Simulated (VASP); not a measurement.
Input of a VASP 6.6.1 run:

INCAR

```
SYSTEM = Hf3Br
PREC     = Accurate       ! precision mode
ENCUT    = 520            ! plane-wave cutoff, eV
EDIFF    = 1E-6           ! SCF threshold, eV
ISMEAR   = 0              ! smearing method
SIGMA    = 0.1            ! smearing width, eV
LREAL    = .False.        ! projectors in reciprocal space
LASPH    = .True.         ! aspherical terms in the spheres
NELM     = 80             ! most SCF steps
ALGO     = Normal         ! electronic algorithm
ISIF     = 2              ! what is computed and relaxed
LWAVE    = .False.        ! write WAVECAR
LCHARG   = .False.        ! write CHGCAR
GGA      = PE             ! functional
NBANDS   = 26             ! bands
```

KPOINTS

```
Automatic mesh
0
Gamma
  6 6 2
  0 0 0
```

POSCAR

```
Hf3Br
1.0
    3.5791901600      0.0000000000      0.0000000000
    0.0000000000      3.5791901600      0.0000000000
    0.0000000000      0.0000000000      9.3586615300
Hf Br
3 1
Direct
    0.5000000000      0.5000000000      0.7621681700
    0.0000000000      0.0000000000      0.5000000000
    0.5000000000      0.5000000000      0.2378318300
    0.0000000000      0.0000000000      0.0000000000
```

Potentials or basis: VASP PAW PBE potentials, release 64 (Hf_pv, Br).

The run is started by

```sh
$ cat potpaw_PBE.64/Hf_pv/POTCAR potpaw_PBE.64/Br/POTCAR > POTCAR
$ mpirun -np 1 vasp_std > vasp.out
```

**Question.** Estimate the largest force.

**Answer.** 1.529 eV/Å.

**Question.** Estimate the pressure.

**Answer.** -16.0 GPa.

Stress tensor (GPa, compression positive):
```
-16.27   0.00   0.00
  0.00 -16.27   0.00
  0.00   0.00 -15.49
```

Caveat: an odd number of electrons without spin polarisation forces a metal; a magnetic or distorted state may lie lower.
